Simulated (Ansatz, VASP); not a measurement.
## Two plane-wave programs on SnO

```
CELL_PARAMETERS angstrom
3.10341 -0.02809 0.00000
-0.02809 3.10341 0.00000
0.00000 0.00000 3.10341
ATOMIC_POSITIONS crystal
Sn 0.00000 0.00000 0.00000
O 0.50000 0.50000 0.50000
```

Change from the starting cell: shear_xy strain -1.8%.

Alike in both runs: task single point; functional PBE; k mesh 8 × 8 × 8; occupations fermi-dirac, width 0.02 eV; no spin polarisation.

|  | VASP | Ansatz |
| --- | --- | --- |
| version | VASP 6.6.1 | Ansatz 0.2.0 |
| potentials or method | VASP PAW PBE potentials, release 64 (Sn_d, O) | plane waves, PAW |
| plane-wave cutoff (eV) | 520 | 420 |
| valence electrons in the cell | 20 | 20 |

Ansatz gave:

* pressure (GPa): 3.0
* traceless stress, the component that is largest in VASP (GPa): -0.24

Estimate VASP's values.

pressure (GPa): 3.0; traceless stress, the component that is largest in VASP (GPa): -0.23.
